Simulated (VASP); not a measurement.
# TaN (Fm-3m) in VASP: a series of runs, part 2 of 3

VASP 6.6.1.

### Step 3. Single point, LDA

This run uses another cell than the first one, of 10.38 Å³/atom, 1.021 times its volume.

INCAR reads:

```
SYSTEM = TaN
ALGO     = Normal         ! electronic algorithm
EDIFF    = 1E-6           ! SCF threshold, eV
ENCUT    = 600            ! plane-wave cutoff, eV
GGA      = CA             ! functional
GGA_COMPAT= .FALSE.      
ISIF     = 2              ! what is computed and relaxed
ISMEAR   = -1             ! smearing method
LASPH    = .TRUE.         ! aspherical terms in the spheres
LCHARG   = .FALSE.        ! write CHGCAR
LREAL    = .FALSE.        ! projectors in reciprocal space
LWAVE    = .FALSE.        ! write WAVECAR
NBANDS   = 15             ! bands
NELM     = 120            ! most SCF steps
PREC     = Accurate       ! precision mode
SIGMA    = 0.05           ! smearing width, eV
```

KPOINTS reads:

```
k-points
0
G
  10 10 10
  0 0 0
```

POSCAR reads:

```
TaN
1.0
    0.0000000000      2.1814365931      2.1814365931
    2.1814365931      0.0000000000      2.1814365931
    2.1814365931      2.1814365931      0.0000000000
Ta N
1 1
Direct
    0.5000000000      0.5000000000      0.5000000000
    0.0000000000      0.0000000000      0.0000000000
```

Potentials or basis: VASP PAW LDA potentials, release 64 (Ta_pv, N).

Run with:

```sh
> cat potpaw_LDA.64/Ta_pv/POTCAR potpaw_LDA.64/N/POTCAR > POTCAR
> mpirun -np 1 vasp_std > vasp.out
```

OUTCAR:

```text
SYSTEM = TaN
   EDIFF = 1E-6
   ENCUT = 600
   GGA = CA
   ISIF = 2
   ISMEAR = -1
   LASPH = .TRUE.
   LREAL = .FALSE.
   NELM = 120
   PREC = Accurate

 ion  position               nearest neighbor table
   1  0.500  0.500  0.500-   2 2.18   2 2.18   2 2.18   2 2.18   2 2.18   2 2.18
   2  0.000  0.000  0.000-   1 2.18   1 2.18   1 2.18   1 2.18   1 2.18   1 2.18

  LATTYP: Found a face centered cubic cell.
 ALAT       =     4.3628731862

  Lattice vectors:

 A1 = (   0.0000000000,   2.1814365931,   2.1814365931)
 A2 = (   2.1814365931,   0.0000000000,   2.1814365931)
 A3 = (   2.1814365931,   2.1814365931,   0.0000000000)

Analysis of symmetry for initial positions (statically):
=====================================================================
 Subroutine PRICEL returns:
 Original cell was already a primitive cell.

 Routine SETGRP: Setting up the symmetry group for a
 face centered cubic supercell.

 Subroutine GETGRP returns: Found 48 space group operations
 (whereof 48 operations were pure point group operations)
 out of a pool of 48 trial point group operations.

The static configuration has the point symmetry O_h .

Analysis of symmetry for dynamics (positions and initial velocities):
=====================================================================
 Subroutine PRICEL returns:
 Original cell was already a primitive cell.

 Routine SETGRP: Setting up the symmetry group for a
 face centered cubic supercell.

 Subroutine GETGRP returns: Found 48 space group operations
 (whereof 48 operations were pure point group operations)
 out of a pool of 48 trial point group operations.

The dynamic configuration has the point symmetry O_h .

 Subroutine INISYM returns: Found 48 space group operations
 (whereof 48 operations are pure point group operations),
 and found     1 'primitive' translations

----------------------------------------------------------------------------------------
[... 121 lines left out ...]
   IVDW    =     0    specifies the selected vdW correction
   LEPSILON=     F    determine dielectric tensor
   LRPA    =     F    only Hartree local field effects (RPA)
 non-spin polarized calculation
  energy-cutoff  :      600.00
  volume of cell :       20.76
 maximum number of plane-waves:       701
 NGX is ok and might be reduce to    28
   NGX = 13   NGY = 13   NGZ = 13

 number of electron      16.0000001 magnetization

 Free energy of the ion-electron system (eV)
  ---------------------------------------------------
  ext. energy  EPLUGINS =         0.00000000
  ---------------------------------------------------
  free energy    TOTEN  =       -24.16418382 eV

  energy without entropy =      -24.15803315  energy(sigma->0) =      -24.16110849

 E-fermi :   9.6971     XC(G=0): -13.7921

 val. band max:        9.6712431719   @ k =   0.0000   0.0000   0.0000
 cond. band min:       9.7387853255   @ k =  -0.3000   0.3000   0.1000
 fundamental gap:      0.0675421536
 Fermi energy:         9.6970909202

 k-point     1 :       0.0000    0.0000    0.0000
  band No.  band energies     occupation
      1     -25.8527      2.00000
      2     -25.8527      2.00000
      3     -25.8527      2.00000
      4      -9.1210      2.00000
      5       5.8500      2.00000
      6       5.8500      2.00000
      7       5.8500      2.00000
      8       7.4694      2.00000
      9       7.4694      2.00000
     10       7.4694      2.00000
     11       9.6712      1.25287
     12       9.6712      1.25287
     13      11.6185      0.00000
     14      19.1684      0.00000
[... 401 lines left out ...]
      2     -26.1227      2.00000
      3     -26.0938      2.00000
      4      -7.4893      2.00000
      5       1.6798      2.00000
      6       3.7072      2.00000
      7       4.4429      2.00000
      8       5.7265      2.00000
      9      11.8696      0.00000
     10      12.6922      0.00000
     11      12.7719      0.00000
     12      13.8769      0.00000
     13      18.3181      0.00000
     14      20.6336      0.00000
     15      21.1528      0.00000

 [... further k-points ...]

------------------------ aborting loop because EDIFF is reached ----------------------------------------

  FORCE on cell =-STRESS in cart. coord.  units (eV):
  Direction    XX          YY          ZZ          XY          YZ          ZX
  --------------------------------------------------------------------------------------
  -------------------------------------------------------------------------------------
  Total       -0.2402847     -0.2402847     -0.2402847      0.0000000     -0.0000000      0.0000000
  in kB      -18.5429569    -18.5429569    -18.5429569      0.0000000     -0.0000000      0.0000000
  external PRESSURE =     -18.5429569 kB  Pullay stress =       0.0000000 kB

 VOLUME and BASIS-vectors are now :
 -----------------------------------------------------------------------------
  energy-cutoff  :      600.00
  volume of cell :       20.76
      direct lattice vectors                 reciprocal lattice vectors
     0.000000000  2.181436593  2.181436593    -0.229206754  0.229206754  0.229206754
     2.181436593  0.000000000  2.181436593     0.229206754 -0.229206754  0.229206754
     2.181436593  2.181436593  0.000000000     0.229206754  0.229206754 -0.229206754

 POSITION                                       TOTAL-FORCE (eV/Angst)
 -----------------------------------------------------------------------------------
      2.18144      2.18144      2.18144        -0.000000      0.000000      0.000000
      0.00000      0.00000      0.00000         0.000000     -0.000000      0.000000
 -----------------------------------------------------------------------------------
    total drift:                                0.000000      0.000000      0.000000

  FREE ENERGIE OF THE ION-ELECTRON SYSTEM (eV)
  ---------------------------------------------------
  free  energy   TOTEN  =       -24.1641838237 eV

  energy  without entropy=      -24.1580331510  energy(sigma->0) =      -24.16110849
```

OSZICAR:

```text
N       E                     dE             d eps       ncg     rms          rms(c)
DAV:   1     0.960318572774E+02    0.96032E+02   -0.95367E+03  1410   0.126E+03
DAV:   2    -0.242780594976E+02   -0.12031E+03   -0.11306E+03  1725   0.320E+02
DAV:   3    -0.271785047801E+02   -0.29004E+01   -0.28452E+01  1620   0.443E+01
DAV:   4    -0.271895768118E+02   -0.11072E-01   -0.11066E-01  1718   0.298E+00
DAV:   5    -0.271896470911E+02   -0.70279E-04   -0.70268E-04  1683   0.216E-01    0.251E+01
DAV:   6    -0.243098759245E+02    0.28798E+01   -0.59088E+00  1502   0.263E+01    0.105E+01
DAV:   7    -0.242064235791E+02    0.10345E+00   -0.40512E-01  1718   0.529E+00    0.715E+00
DAV:   8    -0.241687880156E+02    0.37636E-01   -0.15596E-01  1480   0.318E+00    0.139E+00
DAV:   9    -0.241643990889E+02    0.43889E-02   -0.12313E-02  1522   0.904E-01    0.290E-01
DAV:  10    -0.241642032323E+02    0.19586E-03   -0.45912E-04  1641   0.255E-01    0.870E-02
DAV:  11    -0.241641840202E+02    0.19212E-04   -0.40939E-05  1508   0.643E-02    0.157E-02
DAV:  12    -0.241641838237E+02    0.19645E-06   -0.22302E-06  1423   0.133E-02
   1 F= -.24164184E+02 E0= -.24161108E+02  d E =-.615067E-02
```

stdout:

```text
POSCAR found type information on POSCAR TaN
 POSCAR found :  2 types and       2 ions
 scaLAPACK will be used
 LDA part: xc-table for (Slater(with rela. corr.)+CA(PZ))
 , standard interpolation
 POSCAR, INCAR and KPOINTS ok, starting setup
 FFT: planning ... GRIDC
 FFT: planning ... GRID_SOFT
 FFT: planning ... GRID
 WAVECAR not read
 entering main loop
```

Wall time 12 s (1 thread of AMD EPYC 9R45 (Zen 5), shared host); peak memory 0.12 GiB.

What came out:

```yaml
Free_energy: -24.1642 eV
Pressure: -1.9 GPa
Band_gap_on_the_k_mesh: zero (band 8 reaches 11.62 eV, above the bottom of band 9 at 7.47 eV)
```

Caveat: spin-orbit coupling is left out, which moves the levels of the heavy elements.

### Step 4. Single point, PBEsol+D3(BJ)

INCAR reads:

```
  ALGO = Normal
  EDIFF = 1E-6
  ENCUT = 600
  GGA = PS
  GGA_COMPAT = False
  ISIF = 2
  ISMEAR = -1
  IVDW = 12
  LASPH = True
  LCHARG = True
  LELF = True
  LREAL = False
  LVHAR = True
  LWAVE = False
  NBANDS = 15
  NELM = 120
  PREC = Accurate
  SIGMA = 0.05
```

KPOINTS reads:

```
k-points
0
Gamma
  10 10 10
```

POSCAR reads:

```
TaN
1.0
    0.0000000000      2.1661812927      2.1661812927
    2.1661812927      0.0000000000      2.1661812927
    2.1661812927      2.1661812927      0.0000000000
Ta N
1 1
Direct
    0.5000000000      0.5000000000      0.5000000000
    0.0000000000      0.0000000000      0.0000000000
```

Potentials or basis: VASP PAW PBE potentials, release 64 (Ta_pv, N).

Run with:

```sh
> cat potpaw_PBE.64/Ta_pv/POTCAR potpaw_PBE.64/N/POTCAR > POTCAR
> mpirun -np 1 vasp_std > vasp.out
```

Run time: 9.5 s. Hardware: 1 thread of AMD EPYC 9R45 (Zen 5), shared host; peak memory 0.13 GiB.

The run converged. Its results:

| Quantity | Value |
| --- | --- |
| Free energy | -24.1790 eV |
| Pressure | 4.6 GPa |
| Band gap on the k mesh | zero (band 8 reaches 11.94 eV, above the bottom of band 9 at 7.63 eV) |
| Dispersion energy per atom | -0.488 eV |

Levels at points of the mesh, in eV from the Fermi level:
| k point | band 4 | band 5 | band 6 | band 7 | band 8 | band 9 | band 10 | band 11 | band 12 | band 13 |
| --- | --- | --- | --- | --- | --- | --- | --- | --- | --- | --- |
| (0.00, 0.00, 0.00) | -19.20 | -3.93 | -3.93 | -3.93 | -2.29 | -2.29 | -2.29 | 0.01 | 0.01 | 1.92 |
| (0.50, 0.00, 0.00) | -15.84 | -10.80 | -7.94 | -7.94 | 2.02 | 2.02 | 2.13 | 3.93 | 8.02 | 8.02 |
| (0.50, 0.50, 0.00) | -17.91 | -6.73 | -5.85 | -4.73 | -4.73 | 2.21 | 3.79 | 3.79 | 5.03 | 7.23 |

Caveat: the PAW data sets were made with another functional, which shifts forces and pressure a little; spin-orbit coupling is left out, which moves the levels of the heavy elements; pairwise dispersion overbinds metals, which lowers pressure and volume.

### Step 5. Single point, PBEsol+D3(BJ)

This run uses another cell than the first one, of 10.38 Å³/atom, 1.021 times its volume.

INCAR reads:

```
ALGO     = Normal         # electronic algorithm
EDIFF    = 1E-6           # SCF threshold, eV
ENCUT    = 600            # plane-wave cutoff, eV
GGA      = PS             # functional
GGA_COMPAT= F            
ISIF     = 2              # what is computed and relaxed
ISMEAR   = -1             # smearing method
IVDW     = 12             # dispersion correction
LASPH    = T              # aspherical terms in the spheres
LCHARG   = F              # write CHGCAR
LREAL    = F              # projectors in reciprocal space
LWAVE    = F              # write WAVECAR
NBANDS   = 15             # bands
NELM     = 120            # most SCF steps
PREC     = Accurate       # precision mode
SIGMA    = 0.05           # smearing width, eV
```

KPOINTS is that of step 4.

POSCAR reads:

```
TaN
1.0
    0.0000000000      2.1814365931      2.1814365931
    2.1814365931      0.0000000000      2.1814365931
    2.1814365931      2.1814365931      0.0000000000
Ta N
1 1
Direct
    0.5000000000      0.5000000000      0.5000000000
    0.0000000000      0.0000000000      0.0000000000
```

Run with:

```sh
> cat potpaw_PBE.64/Ta_pv/POTCAR potpaw_PBE.64/N/POTCAR > POTCAR
> mpirun -np 1 vasp_std > vasp.out
```

Run time: 13 s. Hardware: 1 thread of AMD EPYC 9R45 (Zen 5), shared host; peak memory 0.15 GiB.

It converged, with:

```
Free energy                : -24.1812 eV
Pressure                   : -3.4 GPa
Band gap on the k mesh     : zero (band 8 reaches 11.62 eV, above the bottom of band 9 at 7.45 eV)
Dispersion energy per atom : -0.477 eV
```

Levels at points of the mesh, in eV from the Fermi level:
| k point | band 5 | band 6 | band 7 | band 8 | band 9 | band 10 | band 11 | band 12 |
| --- | --- | --- | --- | --- | --- | --- | --- | --- |
| (0.00, 0.00, 0.00) | -3.88 | -3.88 | -3.88 | -2.23 | -2.23 | -2.23 | 0.00 | 0.00 |
| (0.50, 0.00, 0.00) | -10.62 | -7.78 | -7.78 | 1.95 | 1.95 | 2.06 | 3.86 | 7.79 |
| (0.50, 0.50, 0.00) | -6.70 | -5.70 | -4.68 | -4.68 | 2.14 | 3.67 | 3.67 | 4.79 |

Caveat: the PAW data sets were made with another functional, which shifts forces and pressure a little; spin-orbit coupling is left out, which moves the levels of the heavy elements; pairwise dispersion overbinds metals, which lowers pressure and volume.

(Part 2 of 3 ends here.)
